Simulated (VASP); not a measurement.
Crystal: KCl.

```
K Cl
1.0
     0.00000    3.03816    3.03816
     3.03816    0.00000    3.03816
     3.03816    3.03816    0.00000
K Cl
1 1
Direct
  0.00000 0.00000 0.00000
  0.50000 0.50000 0.50000
```

* Program: VASP 6.6.1
* Task: relaxation of cell and atoms
* Functional: PBEsol
* Potentials or basis: VASP PAW PBE potentials, release 64 (K_sv, Cl)
* Cutoff: 600 eV
* k mesh: 6 × 6 × 6
* Occupations: fermi-dirac, width 0.03 eV
* Spin: no spin polarisation

At the start: pressure 2.0 GPa; volume 28.04 Å³/atom.

Question: How do energy, volume and symmetry change on relaxing?

Answer: Over 4 steps the energy falls by 14.0 meV/atom and the volume is 30.55 Å³/atom (+8.9 %); space group Fm-3m (No. 225, to 0.05 Å).

Step by step:
```csv
step,energy change (eV),largest force (eV/Å),pressure (GPa),volume (Å³)
1,0.0000,0.0000,1.96,56.09
2,-0.0233,0.0000,0.73,58.92
3,-0.0279,0.0000,-0.09,61.38
4,-0.0280,0.0000,0.00,61.09
```

Final structure:
```
K Cl
1.0
     0.00000    3.12598    3.12598
     3.12598    0.00000    3.12598
     3.12598    3.12598    0.00000
K Cl
1 1
Direct
  0.00000 0.00000 0.00000
  0.50000 0.50000 0.50000
```

Caveat: the PAW data sets were made with another functional, which shifts forces and pressure a little.
